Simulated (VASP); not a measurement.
Mg2Sn: single point with LDA

The system is Mg2Sn.

```xyz
3
Lattice="0.0000 3.3320 3.3320 3.3320 0.0000 3.3320 3.3320 3.3320 0.0000" Properties=species:S:1:pos:R:3 pbc="T T T"
Mg    1.6660    1.6660    1.6660
Mg    4.9980    4.9980    4.9980
Sn    0.0000    0.0000    0.0000
```

- Program: VASP 6.6.1
- Task: single point
- Functional: LDA
- Potentials or basis: VASP PAW LDA potentials, release 64 (Mg, Sn_d)
- Cutoff: 600 eV
- k mesh: 12 × 12 × 12
- Occupations: gaussian, width 0.1 eV
- Spin: no spin polarisation
- Dipole correction: no
- Further INCAR settings: ALGO = Normal; EDIFF = 1e-06; NBANDS = 16

```
Pressure               : -0.3 GPa
Band gap on the k mesh : zero (band 9 reaches 4.39 eV, above the bottom of band 10 at 4.27 eV)
```

Levels at points of the mesh, in eV from the Fermi level:
```csv
k point,band 6,band 7,band 8,band 9,band 10,band 11,band 12,band 13
"(0.00, 0.00, 0.00)",-9.31,0.02,0.02,0.02,1.58,2.25,2.25,2.25
"(0.50, 0.00, 0.00)",-7.99,-4.93,-0.83,-0.83,0.78,2.30,2.30,4.01
"(0.50, 0.50, 0.00)",-7.46,-4.70,-2.14,-2.14,-0.09,0.15,7.40,7.40
```

Run time: 2.6 min on 1 thread of Intel Xeon 8259CL (shared host), peak memory 0.27 GiB.

Caveat: spin-orbit coupling is left out, which moves the levels of the heavy elements.
